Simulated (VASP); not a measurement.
# Hf (P6_3/mmc) in VASP: relaxation of volume and atoms at fixed shape with r2SCAN

Aim: the relaxation of volume and atoms at fixed shape of Hf with r2SCAN.

All numbers are computed with VASP 6.6.1; they aren't measurements. Logs are shortened: lines on timing, memory, paths and dates and some standing lists are left out, and cuts for length are marked.

### 1 The cell of the first run

The structure is hexagonal, space group P6_3/mmc (No. 194). Conventional cell: a = 3.197 Å, b = 3.197 Å, c = 5.058 Å, α = 90.00°, β = 90.00°, γ = 120.00°. Hf (site symmetry -6m2) has 12 Hf at 3.13 to 3.20 Å within 4.1 Å.

### 2 Relaxation of volume and atoms at fixed shape, r2SCAN

The input, POSCAR:

```
Hf
1.0
    3.1967000000      0.0000000000      0.0000000000
   -1.5983500000      2.7684230000      0.0000000000
    0.0000000000      0.0000000000      5.0578000000
Hf
2
Direct
    0.3333333333      0.6666666667      0.2500000000
    0.6666666667      0.3333333333      0.7500000000
```

The input, INCAR.step1:

```
PREC = Accurate ; ENCUT = 600
ISMEAR = 1 ; SIGMA = 0.05
LREAL = False ; LASPH = True
NELM = 60 ; GGA = PE
ALGO = Normal ; EDIFF = 1E-4
LWAVE = True ; LCHARG = False
```

The input, INCAR.step2:

```
PREC = Accurate ; ENCUT = 600
EDIFF = 1E-7 ; ISMEAR = 1
SIGMA = 0.05 ; LREAL = False
LASPH = True ; NELM = 60
ALGO = Normal ; ISIF = 8
LWAVE = False ; LCHARG = False
METAGGA = R2SCAN ; LMIXTAU = True
IBRION = 2 ; NSW = 80
EDIFFG = -0.02 ; ISTART = 1
```

The input, KPOINTS:

```
Automatic mesh
0
Gamma
  16 16 9
```

Potentials or basis: VASP PAW PBE potentials, release 64 (Hf_pv).

On the command line:

```console
> cat potpaw_PBE.64/Hf_pv/POTCAR > POTCAR
> cp INCAR.step1 INCAR
> mpirun -np 1 vasp_std > vasp.out
> cp INCAR.step2 INCAR
> mpirun -np 1 vasp_std > vasp.out
```

OUTCAR:

```text
PREC = Accurate
   ENCUT = 600
   EDIFF = 1E-7
   ISMEAR = 1
   LREAL = False
   LASPH = True
   NELM = 60
   ISIF = 8
   METAGGA = R2SCAN
   IBRION = 2
   NSW = 80
   EDIFFG = -0.02
   ISTART = 1

 ion  position               nearest neighbor table
   1  0.333  0.667  0.250-   2 3.13   2 3.13   2 3.13   2 3.13   2 3.13   2 3.13
   2  0.667  0.333  0.750-   1 3.13   1 3.13   1 3.13   1 3.13   1 3.13   1 3.13

  LATTYP: Found a hexagonal cell.
 ALAT       =     3.1967000000
 C/A-ratio  =     1.5821941377

  Lattice vectors:

 A1 = (   3.1967000000,   0.0000000000,   0.0000000000)
 A2 = (  -1.5983500000,   2.7684230000,   0.0000000000)
 A3 = (   0.0000000000,   0.0000000000,   5.0578000000)

Analysis of symmetry for initial positions (statically):
=====================================================================
 Subroutine PRICEL returns:
 Original cell was already a primitive cell.

 Routine SETGRP: Setting up the symmetry group for a
 hexagonal supercell.

 Subroutine GETGRP returns: Found 24 space group operations
 (whereof 12 operations were pure point group operations)
 out of a pool of 24 trial point group operations.

The static configuration has the point symmetry D_3d.
 The point group associated with its full space group is D_6h.

Analysis of symmetry for dynamics (positions and initial velocities):
=====================================================================
 Subroutine PRICEL returns:
 Original cell was already a primitive cell.

 Routine SETGRP: Setting up the symmetry group for a
 hexagonal supercell.

 Subroutine GETGRP returns: Found 24 space group operations
 (whereof 12 operations were pure point group operations)
 out of a pool of 24 trial point group operations.

The dynamic configuration has the point symmetry D_3d.
 The point group associated with its full space group is D_6h.

 Subroutine INISYM returns: Found 24 space group operations
 (whereof 12 operations are pure point group operations),
 and found     1 'primitive' translations

----------------------------------------------------------------------------------------

                                     Primitive cell

  volume of cell :      44.7606

  direct lattice vectors                    reciprocal lattice vectors
     3.196700000  0.000000000  0.000000000     0.312822598  0.180608238  0.000000000
    -1.598350000  2.768423000  0.000000000     0.000000000  0.361216476  0.000000000
     0.000000000  0.000000000  5.057800000     0.000000000  0.000000000  0.197714421

  length of vectors
     3.196700000  3.196699646  5.057800000     0.361216436  0.361216476  0.197714421

  position of ions in fractional coordinates (direct lattice)
     0.333333333  0.666666667  0.250000000
     0.666666667  0.333333333  0.750000000

  ion indices of the primitive-cell ions
   primitive index   ion index
                 1           1
                 2           2

----------------------------------------------------------------------------------------

 KPOINTS: Automatic mesh

Automatic generation of k-mesh.
 Grid dimensions read from file:
 generate k-points for:   16   16    9

 Generating k-lattice:

  Cartesian coordinates                     Fractional coordinates (reciprocal lattice)
     0.019551412  0.011288015  0.000000000     0.062500000  0.000000000  0.000000000
     0.000000000  0.022576030  0.000000000     0.000000000  0.062500000  0.000000000
     0.000000000  0.000000000  0.021968269     0.000000000  0.000000000  0.111111111

  Length of vectors
     0.022576027  0.022576030  0.021968269

  Shift w.r.t. Gamma in fractional coordinates (k-lattice)
     0.000000000  0.000000000  0.000000000

 Subroutine IBZKPT returns following result:
 ===========================================

 Found    150 irreducible k-points:

 Following reciprocal coordinates:
            Coordinates               Weight
  0.000000  0.000000  0.000000      1.000000
  0.062500  0.000000  0.000000      6.000000
  0.125000  0.000000  0.000000      6.000000
  0.187500  0.000000  0.000000      6.000000
  0.250000  0.000000  0.000000      6.000000
  0.312500  0.000000  0.000000      6.000000
[... 16 lines left out ...]
  0.187500  0.187500  0.000000      6.000000
  0.250000  0.187500  0.000000     12.000000
 [... further k-points ...]
   k-points           NKPTS =    150   k-points in BZ     NKDIM =    150   number of bands    NBANDS=     14
   number of dos      NEDOS =    301   number of ions     NIONS =      2
   total plane-waves  NPLWV =  31360
   dimension x,y,z NGX =    28 NGY =   28 NGZ =   40
   dimension x,y,z NGXF=    56 NGYF=   56 NGZF=   80
   ions per type =               2
   NGX,Y,Z   is equivalent  to a cutoff of  14.56, 14.56, 13.15 a.u.
   NGXF,Y,Z  is equivalent  to a cutoff of  29.12, 29.12, 26.30 a.u.
 SYSTEM =  unknown system
   PREC   = accura    normal or accurate (medium, high low for compatibility)
   ISTART =      1    job   : 0-new  1-cont  2-samecut
   ICHARG =      0    charge: 1-file 2-atom 10-const
   ISPIN  =      1    spin polarized calculation?
   LNONCOLLINEAR =      F non collinear calculations
   LSORBIT =      F    spin-orbit coupling
   LASPH  =      T    aspherical Exc in radial PAW
   ENCUT  =  600.0 eV  44.10 Ry    6.64 a.u.   6.38  6.38 10.10*2*pi/ulx,y,z
   NELM   =     60;   NELMIN=  2; NELMDL=  0     # of ELM steps
   EDIFF  = 0.1E-06   stopping-criterion for ELM
   LREAL  =      F    real-space projection
   EDIFFG = -.2E-01   stopping-criterion for IOM
   NSW    =     80    number of steps for IOM
   IBRION =      2    ionic relax: 0-MD 1-quasi-New 2-CG
   NFREE  =      1    steps in history (QN), initial steepest desc. (CG)
   ISIF   =      8    stress and relaxation
   ISYM   =      2    0-nonsym 1-usesym 2-fastsym
   POTIM  = 0.5000    time-step for ionic-motion
   TEBEG  =    0.0;   TEEND  =   0.0 temperature during run
   PSTRESS=    0.0 pullay stress
   NELECT =      20.0000    total number of electrons
   NUPDOWN=      -1.0000    fix difference up-down
   EMIN   =  10.00;   EMAX   =-10.00  energy-range for DOS
   EFERMI =   0.00;   METHOD = LEGACY
   ISMEAR =     1;   SIGMA  =   0.05  broadening in eV -4-tet -1-fermi 0-gaus
   EFERMI_NEDOS =   21; number of points for ismear=-14 and -15
   IALGO  =     38    algorithm
   IMIX   =      4    mixing-type and parameters
     AMIX     =   0.40;   BMIX     =  1.00
     AMIX_MAG =   1.60;   BMIX_MAG =  1.00
  volume/ion in A,a.u.               =      22.38       151.03
  Fermi-wavevector in a.u.,A,eV,Ry     =   1.251563  2.365112 21.312313  1.566411
  Thomas-Fermi vector in A             =   2.385505
   LORBIT       =      0    0 simple, 1 ext, 2 COOP (PROOUT), +10 PAW based schemes
   METAGGA = R2SCAN    functional components
   LHFCALC =     F    Hartree Fock is set to
   AEXX    =    0.0000 exact exchange contribution
   IVDW    =     0    specifies the selected vdW correction
   LEPSILON=     F    determine dielectric tensor
   LRPA    =     F    only Hartree local field effects (RPA)
 conjugate gradient relaxation of ions
 non-spin polarized calculation
 Methfessel and Paxton  Order N= 1 SIGMA  =   0.05
  energy-cutoff  :      600.00
  volume of cell :       44.76
 maximum number of plane-waves:      1518
 NGX is ok and might be reduce to    28
   NGX = 13   NGY = 13   NGZ = 21

--------------------------------------- Ionic step        1  -------------------------------------------

 number of electron      20.0000001 magnetization

 Free energy of the ion-electron system (eV)
  ---------------------------------------------------
  ext. energy  EPLUGINS =         0.00000000
  ---------------------------------------------------
  free energy    TOTEN  =       -90.30329246 eV

  energy without entropy =      -90.30344288  energy(sigma->0) =      -90.30334260

------------------------ aborting loop because EDIFF is reached ----------------------------------------

  FORCE on cell =-STRESS in cart. coord.  units (eV):
  Direction    XX          YY          ZZ          XY          YZ          ZX
  --------------------------------------------------------------------------------------
  -------------------------------------------------------------------------------------
  Total       -0.1534840     -0.1534839     -0.2578279      0.0000000     -0.0000000      0.0000000
  in kB       -5.4938606     -5.4938590     -9.2287840      0.0000000     -0.0000000      0.0000000
  external PRESSURE =      -6.7388346 kB  Pullay stress =       0.0000000 kB

 VOLUME and BASIS-vectors are now :
 -----------------------------------------------------------------------------
  energy-cutoff  :      600.00
  volume of cell :       44.76
      direct lattice vectors                 reciprocal lattice vectors
     3.196700000  0.000000000  0.000000000     0.312822598  0.180608238  0.000000000
    -1.598350000  2.768423000  0.000000000     0.000000000  0.361216476  0.000000000
     0.000000000  0.000000000  5.057800000     0.000000000  0.000000000  0.197714421
[... 37 lines left out ...]
 POSITION                                       TOTAL-FORCE (eV/Angst)
 -----------------------------------------------------------------------------------
     -0.00000      1.83723      1.25871        -0.000000      0.000000      0.000000
      1.59109      0.91862      3.77612         0.000000     -0.000000      0.000000
 -----------------------------------------------------------------------------------
    total drift:                                0.000000     -0.000000      0.000000

  FREE ENERGIE OF THE ION-ELECTRON SYSTEM (eV)
  ---------------------------------------------------
  free  energy   TOTEN  =       -90.3029410047 eV

  energy  without entropy=      -90.3030710604  energy(sigma->0) =      -90.30298436

--------------------------------------- Ionic step        3  -------------------------------------------

 number of electron      20.0000000 magnetization

 Free energy of the ion-electron system (eV)
  ---------------------------------------------------
  ext. energy  EPLUGINS =         0.00000000
  ---------------------------------------------------
  free energy    TOTEN  =       -90.30385207 eV

  energy without entropy =      -90.30399841  energy(sigma->0) =      -90.30390085

 E-fermi :   4.8848     XC(G=0): -12.1819

 val. band max:        4.8796554083   @ k =   0.0625   0.0625   0.0000
 cond. band min:       4.9126156919   @ k =   0.3125   0.1875   0.4444
 fundamental gap:      0.0329602837
 Fermi energy:         4.8847786396

 k-point     1 :       0.0000    0.0000    0.0000
  band No.  band energies     occupation
      1     -27.3739      2.00000
      2     -26.5928      2.00000
      3     -26.5928      2.00000
      4     -26.4636      2.00000
      5     -26.4618      2.00000
      6     -26.4618      2.00000
      7      -2.9024      2.00000
      8       1.0069      2.00000
      9       5.2919     -0.00000
     10       6.2039      0.00000
     11       6.2039      0.00000
     12       6.5080      0.00000
     13       7.0820      0.00000
     14       7.0820      0.00000

 k-point     2 :       0.0625    0.0000    0.0000
  band No.  band energies     occupation
      1     -27.3632      2.00000
      2     -26.6157      2.00000
      3     -26.6005      2.00000
      4     -26.4860      2.00000
      5     -26.4684      2.00000
      6     -26.4647      2.00000
      7      -2.7787      2.00000
      8       1.1270      2.00000
      9       5.1454     -0.00000
     10       5.8507     -0.00000
[... 362 lines left out ...]
 k-point    24 :       0.2500    0.1875    0.0000
  band No.  band energies     occupation
      1     -27.0577      2.00000
      2     -27.0355      2.00000
      3     -26.9759      2.00000
      4     -26.7721      2.00000
      5     -26.6401      2.00000
      6     -26.6297      2.00000
      7       0.7418      2.00000
      8       2.9522      2.00000
      9       3.1159      2.00000
     10       3.5081      2.00000
     11       5.4099     -0.00000
     12       5.9933      0.00000
     13       6.2436      0.00000
     14       8.8904      0.00000

 [... further k-points ...]

------------------------ aborting loop because EDIFF is reached ----------------------------------------

  FORCE on cell =-STRESS in cart. coord.  units (eV):
  Direction    XX          YY          ZZ          XY          YZ          ZX
  --------------------------------------------------------------------------------------
  -------------------------------------------------------------------------------------
  Total        0.0304737      0.0304737     -0.0701979      0.0000000      0.0000000      0.0000000
  in kB        1.0973083      1.0973080     -2.5277115      0.0000000      0.0000000      0.0000000
  external PRESSURE =      -0.1110317 kB  Pullay stress =       0.0000000 kB

 VOLUME and BASIS-vectors are now :
 -----------------------------------------------------------------------------
  energy-cutoff  :      600.00
  volume of cell :       44.49
      direct lattice vectors                 reciprocal lattice vectors
     3.190354274  0.000000000  0.000000000     0.313444813  0.180967474  0.000000000
    -1.595177137  2.762927440  0.000000000     0.000000000  0.361934948  0.000000000
     0.000000000  0.000000000  5.047759829     0.000000000  0.000000000  0.198107682

 POSITION                                       TOTAL-FORCE (eV/Angst)
 -----------------------------------------------------------------------------------
     -0.00000      1.84195      1.26194         0.000000      0.000000      0.000000
      1.59518      0.92098      3.78582        -0.000000     -0.000000      0.000000
 -----------------------------------------------------------------------------------
    total drift:                                0.000000     -0.000000      0.000000

  FREE ENERGIE OF THE ION-ELECTRON SYSTEM (eV)
  ---------------------------------------------------
  free  energy   TOTEN  =       -90.3038520713 eV

  energy  without entropy=      -90.3039984124  energy(sigma->0) =      -90.30390085

 reached required accuracy - stopping structural energy minimisation
```

Run time: 17 min. Hardware: 1 thread of Intel Xeon Platinum 8488C (Sapphire Rapids), shared host; peak memory 0.26 GiB.

What came out:

```yaml
Free_energy: -90.3039 eV
Relaxed_volume: 22.25 Å³/atom
Relaxed_cell: a = 3.190 Å, b = 3.190 Å, c = 5.048 Å, α = 90.00°, β = 90.00°, γ = 120.00°
Space_group_after_relaxing_to_0.05_Å: P6_3/mmc (No. 194)
Energy_gained_by_relaxing: 0.3 meV/atom
Ionic_steps: 3
Pressure_after_relaxing: 0.0 GPa
Band_gap_on_the_k_mesh: zero (band 10 reaches 6.20 eV, above the bottom of band 11 at 4.39 eV)
```

Stress tensor (GPa, compression positive):
```
 0.11  0.00  0.00
 0.00  0.11  0.00
 0.00  0.00 -0.25
```

The path:
```tsv
step	energy change (eV)	largest force (eV/Å)	pressure (GPa)	volume (Å³)
1	0.0000	0.0000	-0.67	44.76
2	0.0004	0.0000	0.86	44.15
3	-0.0006	0.0000	-0.01	44.49
```

Final structure:
```
Hf
1.0
     3.19035    0.00000    0.00000
    -1.59518    2.76293    0.00000
     0.00000    0.00000    5.04776
Hf
2
Direct
  0.33333 0.66667 0.25000
  0.66667 0.33333 0.75000
```

Levels at points of the mesh, in eV from the Fermi level:
```csv
k point,band 6,band 7,band 8,band 9,band 10,band 11,band 12,band 13,band 14
"(0.00, 0.00, 0.00)",-31.35,-7.79,-3.88,0.41,1.32,1.32,1.62,2.20,2.20
"(0.50, 0.00, 0.00)",-31.44,-3.52,-2.88,-2.36,-1.02,0.91,0.96,1.81,6.23
```

Caveat: the PAW data sets were made with another functional, which shifts forces and pressure a little; spin-orbit coupling is left out, which moves the levels of the heavy elements.
